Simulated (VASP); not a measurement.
Si2As, 6 atoms in the cell. The structure is tetragonal, space group I4/mmm (No. 139). Conventional cell: a = 4.169 Å, b = 4.169 Å, c = 14.109 Å, α = 90.00°, β = 90.00°, γ = 90.00°. Si (site symmetry mmm) has 8 Si at 2.49 to 2.95 Å within 3.3 Å. Within 3.0 Å of Si (site symmetry 4mm) lie 1 As at 2.30 Å and 5 Si at 2.49 to 2.71 Å. As (site symmetry 4mm) has 1 Si at 2.30 Å and 4 As at 2.96 Å within 3.0 Å. 

| Property | Result |
| --- | --- |
| Program | VASP 6.6.1 |
| Task | single point |
| Functional | r2SCAN |
| Potentials or basis | VASP PAW PBE potentials, release 64 (Si, As) |
| Cutoff | 520 eV |
| k mesh | 7 × 7 × 7 |
| Occupations | fermi-dirac, width 0.1 eV |
| Spin | no spin polarisation |
| Dipole correction | no |
| Further INCAR settings | ALGO = Normal; EDIFF = 1e-06; NBANDS = 22 |

Potentials or basis: VASP PAW PBE potentials, release 64 (Si, As).

Run with:

```sh
$ cat potpaw_PBE.64/Si/POTCAR potpaw_PBE.64/As/POTCAR > POTCAR
$ cp INCAR.step1 INCAR
$ mpirun -np 1 vasp_std > vasp.out
$ cp INCAR.step2 INCAR
$ mpirun -np 1 vasp_std > vasp.out
```

Hardware: 1 thread of Intel(R) Xeon(R) Platinum 8375C CPU @ 2.90GHz (Ice Lake), on a shared host.

Task: How long does it take, and how much memory?

Result: Wall time 3.6 min on 1 thread of Intel(R) Xeon(R) Platinum 8375C CPU @ 2.90GHz (Ice Lake), on a shared host, peak memory 0.29 GiB. Counts: k points 40.
